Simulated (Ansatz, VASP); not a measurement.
# Co in VASP and in Ansatz

```
Co
1.0
    -1.34081    1.34081    1.34081
     1.34081   -1.34081    1.34081
     1.34081    1.34081   -1.34081
Co
1
Direct
  0.00000 0.00000 0.00000
```

Alike in both runs: task single point; functional r2SCAN; k mesh 18 × 18 × 18; occupations fermi-dirac, width 0.05 eV; collinear spin.

```csv
,VASP,Ansatz
version,VASP 6.6.1,Ansatz 0.2.0
potentials or method,"VASP PAW PBE potentials, release 64 (Co), cutoff 520 eV","plane waves (500 eV) with PAW, scalar-relativistic"
valence electrons in the cell,9,17
```

|  | VASP | Ansatz | Ansatz less VASP |
| --- | --- | --- | --- |
| net moment per atom (μB) | 1.83 | 1.85 | +0.015 |
| size of the moment on the site where the two differ most (μB) | 1.87 | 1.95 | +0.082 |

VASP's potentials were made for PBE, not for r2SCAN. Site moments also hang on the region over which each program counts them. VASP's potentials hold 9 valence electrons a cell and Ansatz's 17, so a difference there can come from the potentials and not from the codes. Ansatz's warnings: stability check not made.
